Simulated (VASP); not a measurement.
A run of VASP 6.6.1 is set up as follows.

INCAR

```
  PREC = Accurate
  ENCUT = 520
  EDIFF = 1E-7
  ISMEAR = 0
  SIGMA = 0.1
  LREAL = F
  LASPH = T
  NELM = 80
  ALGO = Fast
  ISIF = 2
  LWAVE = F
  LCHARG = F
  GGA = PE
  NBANDS = 20
```

The input KPOINTS:

```
regular mesh
0
Gamma
  12 12 4
```

Contents of POSCAR:

```
Mg5Te2
1.0
    4.2430659724      0.0000000000      0.0000000000
   -2.1215329862      3.6746029221      0.0000000000
    0.0000000000      0.0000000000     12.3798057033
Mg Te
5 2
Direct
    0.3333333333      0.6666666667      0.7226464394
    0.6666666667      0.3333333333      0.5675803679
    0.6666666667      0.3333333333      0.2773535606
    0.3333333333      0.6666666667      0.4324196321
    0.0000000000      0.0000000000      0.0000000000
    0.6666666667      0.3333333333      0.8592820946
    0.3333333333      0.6666666667      0.1407179054
```

Potentials or basis: VASP PAW PBE potentials, release 64 (Mg, Te).

Run with:

```bash
$ cat potpaw_PBE.64/Mg/POTCAR potpaw_PBE.64/Te/POTCAR > POTCAR
$ mpirun -np 1 vasp_std > vasp.out
```

Q: Predict the band gap on the k mesh.

A: Zero (bands 11 and 12 overlap by 2.04 eV).

Q: Predict the pressure.

A: -0.1 GPa.

Forces in eV/Å, atoms in the order of the input:
```
Mg   0.000  0.000 -0.003
Mg   0.000  0.000  0.001
Mg   0.000  0.000  0.003
Mg   0.000  0.000 -0.001
Mg   0.000  0.000  0.000
Te   0.000  0.000 -0.002
Te   0.000  0.000  0.002
```

Caveat: spin-orbit coupling is left out, which moves the levels of the heavy elements.
